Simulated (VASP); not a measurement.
Here is a VASP 6.6.1 calculation.

Contents of INCAR:

```
ALGO = Fast
EDIFF = 1E-7
ENCUT = 520
GGA = PE
ISIF = 2
ISMEAR = 0
LASPH = True
LCHARG = True
LELF = True
LREAL = False
LVHAR = True
LWAVE = False
NBANDS = 18
NELM = 100
PREC = Accurate
SIGMA = 0.1
```

File KPOINTS:

```
k-points
0
Gamma
  6 6 6
```

POSCAR

```
TlSi2
1.0
    1.6880135800      0.9745751000      6.9953564700
   -1.6880135800      0.9745751000      6.9953564700
    0.0000000000     -1.9491502000      6.9953564700
Tl Si
1 2
Direct
    0.2109058900      0.2109058900      0.2109058900
    0.0000000000      0.0000000000      0.0000000000
    0.7551451200      0.7551451200      0.7551451200
```

Potentials or basis: VASP PAW PBE potentials, release 64 (Tl_d, Si).

Command:

```console
$ cat potpaw_PBE.64/Tl_d/POTCAR potpaw_PBE.64/Si/POTCAR > POTCAR
$ mpirun -np 1 vasp_std > vasp.out
```

Q: What does it give for the largest force?

A: 1.179 eV/Å.

Q: What does it give for the band gap on the k mesh?

A: Zero (an odd number of electrons rules out a gap without spin polarisation).

Q: Predict the pressure.

A: -4.3 GPa.

Forces on the atoms (eV/Å):
```
Tl   0.000  0.000  0.102
Si   0.000  0.000  1.076
Si   0.000  0.000 -1.179
```

Caveat: the k points lie up to 0.36 Å⁻¹ apart, too coarse for converged energies and pressures of a metal; spin-orbit coupling is left out, which moves the levels of the heavy elements; an odd number of electrons without spin polarisation forces a metal; a magnetic or distorted state may lie lower.
